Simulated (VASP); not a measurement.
# Be24Cl in VASP: a series of runs

Runs on Be24Cl. Level: LDA. Tasks: single point.

All numbers are computed with VASP 6.6.1; they aren't measurements. Logs are shortened: lines on timing, memory, paths and dates and some standing lists are left out, and cuts for length are marked.

## 1. The cell of the first run

The cell holds a slab with vacuum, 25 atoms: a = 4.452 Å, b = 7.033 Å, c = 19.800 Å, α = 90.00°, β = 90.00°, γ = 90.00°.

## 2. Single point, LDA

Contents of INCAR:

```
PREC = Accurate
ENCUT = 520
EDIFF = 1E-6
ISMEAR = 0
SIGMA = 0.1
LREAL = Auto
LASPH = T
NELM = 80
ALGO = Normal
ISIF = 2
LWAVE = F
LCHARG = F
LDIPOL = T
IDIPOL = 3
DIPOL = 0.5 0.5 0.321
GGA = CA
NBANDS = 46
```

Contents of KPOINTS:

```
Automatic mesh
0
Gamma
  6 4 1
```

Contents of POSCAR:

```
Be24Cl
1.0
    4.4524297778      0.0000000000      0.0000000000
    0.0000000000      7.0331519559      0.0000000000
    0.0000000000      0.0000000000     19.7998741415
Be Cl
24 1
Direct
    0.0000000000      0.3750000000      0.2020214862
    0.0000000000      0.8750000000      0.2020214862
    0.5000000000      0.3750000000      0.2020214862
    0.5000000000      0.8750000000      0.2020214862
    0.2500000000      0.1250000000      0.2344789088
    0.2500000000      0.6250000000      0.2344789088
    0.7500000000      0.1250000000      0.2344789088
    0.7500000000      0.6250000000      0.2344789088
    0.2500000000      0.3750000000      0.2993937541
    0.2500000000      0.8750000000      0.2993937541
    0.7500000000      0.3750000000      0.2993937541
    0.7500000000      0.8750000000      0.2993937541
    0.0000000000      0.1250000000      0.3261495625
    0.0000000000      0.6250000000      0.3261495625
    0.5000000000      0.1250000000      0.3261495625
    0.5000000000      0.6250000000      0.3261495625
    0.0000000000      0.3750000000      0.3969669015
    0.0000000000      0.8750000000      0.3969669015
    0.5000000000      0.3750000000      0.3969669015
    0.5000000000      0.8750000000      0.3969669015
    0.2500000000      0.1250000000      0.4191882273
    0.2500000000      0.6250000000      0.4191882273
    0.7500000000      0.1250000000      0.4191882273
    0.7500000000      0.6250000000      0.4191882273
    0.2500000000      0.1875000000      0.5154523941
```

Potentials or basis: VASP PAW LDA potentials, release 64 (Be, Cl).

Launch:

```
$ cat potpaw_LDA.64/Be/POTCAR potpaw_LDA.64/Cl/POTCAR > POTCAR
$ mpirun -np 1 vasp_std > vasp.out
```

OUTCAR:

```text
PREC = Accurate
   ENCUT = 520
   EDIFF = 1E-6
   ISMEAR = 0
   LREAL = Auto
   LASPH = T
   NELM = 80
   ISIF = 2
   GGA = CA

 ion  position               nearest neighbor table
   1  0.000  0.375  0.202-   5 2.18   6 2.18   7 2.18   8 2.18   3 2.23   3 2.23  11 2.23   9 2.23

   2  0.000  0.875  0.202-   5 2.18   6 2.18   7 2.18   8 2.18   4 2.23   4 2.23  12 2.23  10 2.23

   3  0.500  0.375  0.202-   5 2.18   6 2.18   7 2.18   8 2.18   1 2.23   1 2.23  11 2.23   9 2.23
[... 39 lines left out ...]
  23  0.750  0.125  0.419-  17 2.13  18 2.13  19 2.13  20 2.13  13 2.15  15 2.15  21 2.23  21 2.23

  24  0.750  0.625  0.419-  17 2.13  18 2.13  19 2.13  20 2.13  14 2.15  16 2.15  22 2.23  22 2.23

  25  0.250  0.188  0.515-  21 1.96

  LATTYP: Found a simple orthorhombic cell.
 ALAT       =     4.4524297778
 B/A-ratio  =     1.5796210849
 C/A-ratio  =     4.4469817896

  Lattice vectors:

 A1 = (   4.4524297778,   0.0000000000,   0.0000000000)
 A2 = (   0.0000000000,   7.0331519559,   0.0000000000)
 A3 = (   0.0000000000,   0.0000000000,  19.7998741415)

Analysis of symmetry for initial positions (statically):
=====================================================================
 Subroutine PRICEL returns:
 Original cell was already a primitive cell.

 Routine SETGRP: Setting up the symmetry group for a
 simple orthorhombic supercell.

 Subroutine GETGRP returns: Found  2 space group operations
 (whereof  1 operations were pure point group operations)
 out of a pool of  8 trial point group operations.

The static configuration has the point symmetry C_1 .
 The point group associated with its full space group is C_1h.

Analysis of symmetry for dynamics (positions and initial velocities):
=====================================================================
 Subroutine PRICEL returns:
 Original cell was already a primitive cell.

 Routine SETGRP: Setting up the symmetry group for a
 simple orthorhombic supercell.

 Subroutine GETGRP returns: Found  2 space group operations
 (whereof  1 operations were pure point group operations)
 out of a pool of  8 trial point group operations.

The dynamic configuration has the point symmetry C_1 .
 The point group associated with its full space group is C_1h.

 Subroutine INISYM returns: Found  2 space group operations
 (whereof  1 operations are pure point group operations),
 and found     1 'primitive' translations

----------------------------------------------------------------------------------------

                                     Primitive cell

  volume of cell :     620.0254

  direct lattice vectors                    reciprocal lattice vectors
     4.452429778  0.000000000  0.000000000     0.224596468  0.000000000  0.000000000
     0.000000000  7.033151956  0.000000000     0.000000000  0.142183761  0.000000000
     0.000000000  0.000000000 19.799874141     0.000000000  0.000000000  0.050505372

  length of vectors
     4.452429778  7.033151956 19.799874141     0.224596468  0.142183761  0.050505372

  position of ions in fractional coordinates (direct lattice)
     0.000000000  0.375000000  0.202021486
     0.000000000  0.875000000  0.202021486
     0.500000000  0.375000000  0.202021486
     0.500000000  0.875000000  0.202021486
     0.250000000  0.125000000  0.234478909
     0.250000000  0.625000000  0.234478909
[... 17 lines left out ...]
     0.750000000  0.625000000  0.419188227
     0.250000000  0.187500000  0.515452394

  ion indices of the primitive-cell ions
   primitive index   ion index
                 1           1
                 2           2
                 3           3
                 4           4
                 5           5
                 6           6
[... 17 lines left out ...]
                24          24
                25          25

----------------------------------------------------------------------------------------

 KPOINTS: Automatic mesh

Automatic generation of k-mesh.
 Grid dimensions read from file:
 generate k-points for:    6    4    1

 Generating k-lattice:

  Cartesian coordinates                     Fractional coordinates (reciprocal lattice)
     0.037432745  0.000000000  0.000000000     0.166666667  0.000000000  0.000000000
     0.000000000  0.035545940  0.000000000     0.000000000  0.250000000  0.000000000
     0.000000000  0.000000000  0.050505372     0.000000000  0.000000000  1.000000000

  Length of vectors
     0.037432745  0.035545940  0.050505372

  Shift w.r.t. Gamma in fractional coordinates (k-lattice)
     0.000000000  0.000000000  0.000000000

 Subroutine IBZKPT returns following result:
 ===========================================

 Found     12 irreducible k-points:

 Following reciprocal coordinates:
            Coordinates               Weight
  0.000000  0.000000  0.000000      1.000000
  0.166667  0.000000  0.000000      2.000000
  0.333333  0.000000  0.000000      2.000000
  0.500000  0.000000  0.000000      1.000000
  0.000000  0.250000  0.000000      2.000000
  0.166667  0.250000  0.000000      4.000000
  0.333333  0.250000  0.000000      4.000000
  0.500000  0.250000  0.000000      2.000000
  0.000000  0.500000  0.000000      1.000000
  0.166667  0.500000  0.000000      2.000000
  0.333333  0.500000  0.000000      2.000000
  0.500000  0.500000  0.000000      1.000000
   k-points           NKPTS =     12   k-points in BZ     NKDIM =     12   number of bands    NBANDS=     46
   number of dos      NEDOS =    301   number of ions     NIONS =     25
   total plane-waves  NPLWV = 291600
   dimension x,y,z NGX =    36 NGY =   54 NGZ =  150
   dimension x,y,z NGXF=    72 NGYF=  108 NGZF=  300
   ions per type =              24   1
   NGX,Y,Z   is equivalent  to a cutoff of  13.44, 12.76, 12.59 a.u.
   NGXF,Y,Z  is equivalent  to a cutoff of  26.88, 25.53, 25.19 a.u.
 SYSTEM =  unknown system
   PREC   = accura    normal or accurate (medium, high low for compatibility)
   ISTART =      0    job   : 0-new  1-cont  2-samecut
   ICHARG =      2    charge: 1-file 2-atom 10-const
   ISPIN  =      1    spin polarized calculation?
   LNONCOLLINEAR =      F non collinear calculations
   LSORBIT =      F    spin-orbit coupling
   LASPH  =      T    aspherical Exc in radial PAW
   ENCUT  =  520.0 eV  38.22 Ry    6.18 a.u.   8.28 13.08 36.81*2*pi/ulx,y,z
   NELM   =     80;   NELMIN=  2; NELMDL= -5     # of ELM steps
   EDIFF  = 0.1E-05   stopping-criterion for ELM
   LREAL  =      T    real-space projection
   EDIFFG = 0.1E-04   stopping-criterion for IOM
   NSW    =      0    number of steps for IOM
   IBRION =     -1    ionic relax: 0-MD 1-quasi-New 2-CG
   NFREE  =      0    steps in history (QN), initial steepest desc. (CG)
   ISIF   =      2    stress and relaxation
   ISYM   =      2    0-nonsym 1-usesym 2-fastsym
   POTIM  = 0.5000    time-step for ionic-motion
   TEBEG  =    0.0;   TEEND  =   0.0 temperature during run
   PSTRESS=    0.0 pullay stress
   NELECT =      55.0000    total number of electrons
   NUPDOWN=      -1.0000    fix difference up-down
   EMIN   =  10.00;   EMAX   =-10.00  energy-range for DOS
   EFERMI =   0.00;   METHOD = LEGACY
   ISMEAR =     0;   SIGMA  =   0.10  broadening in eV -4-tet -1-fermi 0-gaus
   EFERMI_NEDOS =   21; number of points for ismear=-14 and -15
   IALGO  =     38    algorithm
   IMIX   =      4    mixing-type and parameters
     AMIX     =   0.40;   BMIX     =  1.00
     AMIX_MAG =   1.60;   BMIX_MAG =  1.00
  volume/ion in A,a.u.               =      24.80       167.37
  Fermi-wavevector in a.u.,A,eV,Ry     =   0.730117  1.379721  7.252872  0.533071
  Thomas-Fermi vector in A             =   1.822008
   LORBIT       =      0    0 simple, 1 ext, 2 COOP (PROOUT), +10 PAW based schemes
   GGA     = CA    functional components
   LHFCALC =     F    Hartree Fock is set to
   AEXX    =    0.0000 exact exchange contribution
   IVDW    =     0    specifies the selected vdW correction
   LEPSILON=     F    determine dielectric tensor
   LRPA    =     F    only Hartree local field effects (RPA)
 non-spin polarized calculation
 Gauss-broadening in eV      SIGMA  =   0.10
  energy-cutoff  :      520.00
  volume of cell :      620.03
 maximum number of plane-waves:     16734
 NGX is ok and might be reduce to    36
   NGX = 17   NGY = 27   NGZ = 73

 dipolmoment           0.000000      0.000000     -0.042126 electrons x Angstroem

 number of electron      55.0000000 magnetization

 dipolmoment           0.000000      0.000000      0.222156 electrons x Angstroem

 Free energy of the ion-electron system (eV)
  ---------------------------------------------------
  ext. energy  EPLUGINS =         0.00000000
  ---------------------------------------------------
  free energy    TOTEN  =       -96.50019529 eV

  energy without entropy =      -96.47428963  energy(sigma->0) =      -96.48724246

 E-fermi :  -1.3830     XC(G=0):  -4.4810

 val. band max:       -1.3919223870   @ k =   0.5000   0.2500   0.0000
 cond. band min:      -1.3493450238   @ k =   0.1667   0.2500   0.0000
 fundamental gap:      0.0425773632
 Fermi energy:        -1.3830166318

 k-point     1 :       0.0000    0.0000    0.0000
  band No.  band energies     occupation
      1     -16.2992      2.00000
      2     -11.6907      2.00000
      3      -9.6038      2.00000
      4      -9.5667      2.00000
      5      -9.5440      2.00000
      6      -7.5222      2.00000
[... 493 lines left out ...]
     38       3.3231      0.00000
     39       3.4256      0.00000
 [bands above 39 left out]

------------------------ aborting loop because EDIFF is reached ----------------------------------------

 vacuum level on the upper side and lower side of the slab       (xc-potential included)         0.591        -0.630

  FORCE on cell =-STRESS in cart. coord.  units (eV):
  Direction    XX          YY          ZZ          XY          YZ          ZX
  --------------------------------------------------------------------------------------
  -------------------------------------------------------------------------------------
  Total        2.0301176     -4.3509322     -0.6968054      0.0000000     -0.6225835      0.0000000
  in kB        5.2459274    -11.2430305     -1.8005807      0.0000000     -1.6087874      0.0000000
  external PRESSURE =      -2.5992279 kB  Pullay stress =       0.0000000 kB

 VOLUME and BASIS-vectors are now :
 -----------------------------------------------------------------------------
  energy-cutoff  :      520.00
  volume of cell :      620.03
      direct lattice vectors                 reciprocal lattice vectors
     4.452429778  0.000000000  0.000000000     0.224596468  0.000000000  0.000000000
     0.000000000  7.033151956  0.000000000     0.000000000  0.142183761  0.000000000
     0.000000000  0.000000000 19.799874141     0.000000000  0.000000000  0.050505372

 POSITION                                       TOTAL-FORCE (eV/Angst)
 -----------------------------------------------------------------------------------
      0.00000      2.63743      4.00000         0.014071      0.019330      0.571455
      0.00000      6.15401      4.00000        -0.028929     -0.059872      0.558475
      2.22621      2.63743      4.00000        -0.014071      0.019330      0.571455
      2.22621      6.15401      4.00000         0.028929     -0.059872      0.558475
      1.11311      0.87914      4.64265         0.000000      0.026854     -0.588849
      1.11311      4.39572      4.64265         0.000000     -0.039241     -0.688195
[... 17 lines left out ...]
      3.33932      4.39572      8.29987         0.000000     -0.064903      0.094407
      1.11311      1.31872     10.20589         0.000000     -0.176720      0.019363
 -----------------------------------------------------------------------------------
    total drift:                                0.000000      0.003871     -0.002255

  FREE ENERGIE OF THE ION-ELECTRON SYSTEM (eV)
  ---------------------------------------------------
  free  energy   TOTEN  =       -96.5001952868 eV

  energy  without entropy=      -96.4742896341  energy(sigma->0) =      -96.48724246

 vacuum level on the upper side and lower side of the slab         4.403         3.131
```

Wall time 6.8 min (1 thread of Intel Xeon 6975P-C (Granite Rapids), shared host); peak memory 0.58 GiB.

Results:

| Item | Value |
| --- | --- |
| Free energy | -96.5002 eV |
| Largest force | 0.797 eV/Å |
| Band gap on the k mesh | zero (an odd number of electrons rules out a gap without spin polarisation) |

Forces on the atoms (eV/Å):
```
Be   0.014  0.019  0.571
Be  -0.029 -0.060  0.558
Be  -0.014  0.019  0.571
Be   0.029 -0.060  0.558
Be   0.000  0.027 -0.589
Be   0.000 -0.039 -0.688
Be   0.000  0.026 -0.567
Be   0.000  0.083 -0.793
Be   0.000  0.022  0.114
Be   0.000 -0.093  0.014
Be   0.000  0.124 -0.119
Be   0.000 -0.069 -0.025
Be   0.075  0.017  0.351
Be  -0.104  0.048 -0.029
Be  -0.075  0.017  0.351
Be   0.104  0.048 -0.029
Be  -0.268  0.345 -0.274
Be  -0.082 -0.263 -0.295
Be   0.268  0.345 -0.274
Be   0.082 -0.263 -0.295
Be   0.000 -0.158  0.720
Be   0.000  0.154 -0.029
Be   0.000 -0.050  0.082
Be   0.000 -0.065  0.094
Cl   0.000 -0.177  0.019
```

[end of part 1 of 2]

The gap in the log of VASP goes by the Fermi energy; the results here count the filled bands.